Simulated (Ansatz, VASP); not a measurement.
# Two plane-wave programs on Al2O3

Contents of POSCAR:

```
Al2O3
1.0
    2.9203159241      0.0000000000      0.0000000000
   -1.4601579620      2.5290677773      0.0000000000
    0.0000000000      0.0000000000      6.9672999551
Al O
2 3
Direct
    0.3333333333      0.6666666667      0.1993408405
    0.6666666667      0.3333333333      0.8006591595
    0.0000000000      0.0000000000      0.0000000000
    0.3333333333      0.6666666667      0.7032066442
    0.6666666667      0.3333333333      0.2967933558
```

INCAR.step1

```
SYSTEM = Al2O3
  PREC = Accurate
  ENCUT = 520
  ISMEAR = 0
  SIGMA = 0.01
  LREAL = .False.
  LASPH = .True.
  NELM = 80
  NBANDS = 20
  GGA = PE
  ALGO = Normal
  EDIFF = 1E-4
  LWAVE = .True.
  LCHARG = .False.
```

The input INCAR.step2:

```
SYSTEM = Al2O3
  PREC = Accurate
  ENCUT = 520
  EDIFF = 1E-6
  ISMEAR = 0
  SIGMA = 0.01
  LREAL = .False.
  LASPH = .True.
  NELM = 80
  ALGO = Normal
  ISIF = 2
  LWAVE = .False.
  LCHARG = .False.
  METAGGA = R2SCAN
  LMIXTAU = .True.
  NBANDS = 20
  ISTART = 1
```

Contents of KPOINTS:

```
regular mesh
0
Gamma
  9 9 4
  0 0 0
```

Input for Ansatz:

```yaml
crystal:
  lattice:
    - [2.9203159241, 0.0, 0.0]
    - [-1.460157962, 2.5290677773, 0.0]
    - [0.0, 0.0, 6.9672999551]
  atoms:
    - { symbol: Al, position: [0.3333333333, 0.6666666667, 0.1993408405] }
    - { symbol: Al, position: [0.6666666667, 0.3333333333, 0.8006591595] }
    - { symbol: O, position: [0.0, 0.0, 0.0] }
    - { symbol: O, position: [0.3333333333, 0.6666666667, 0.7032066442] }
    - { symbol: O, position: [0.6666666667, 0.3333333333, 0.2967933558] }
kpoints:
  mp_grid: { grid: [9, 9, 4] }
hamiltonian:
  xc: r2scan
scf:
  occupations: { method: fixed }
  n_extra_bands: 5
output:
  forces: true
  stress: true
  eigenvalues: true
```

Alike in both runs: task single point; functional r2SCAN; k mesh 9 × 9 × 4; no spin polarisation.

|  | VASP | Ansatz |
| --- | --- | --- |
| version | VASP 6.6.1 | Ansatz 0.2.0 |
| potentials or method | VASP PAW PBE potentials, release 64 (Al, O) | plane waves, PAW |
| plane-wave cutoff (eV) | 520 | 500 |
| occupations | gaussian, width 0.01 eV | fixed |
| valence electrons in the cell | 24 | 24 |

```csv
,VASP,Ansatz,Ansatz less VASP
gap on the k mesh at the Fermi level (eV),5.07,5.09,+0.023
pressure (GPa),-11.3,-11.0,+0.24
"traceless stress, the component that is largest in VASP (GPa)",3.31,3.57,+0.256
rms of the force components (eV/Å),0.274,0.256,-0.0178
```

VASP's potentials were made for PBE, not for r2SCAN. Atom by atom the forces differ by 0.019 eV/Å (rms over components).
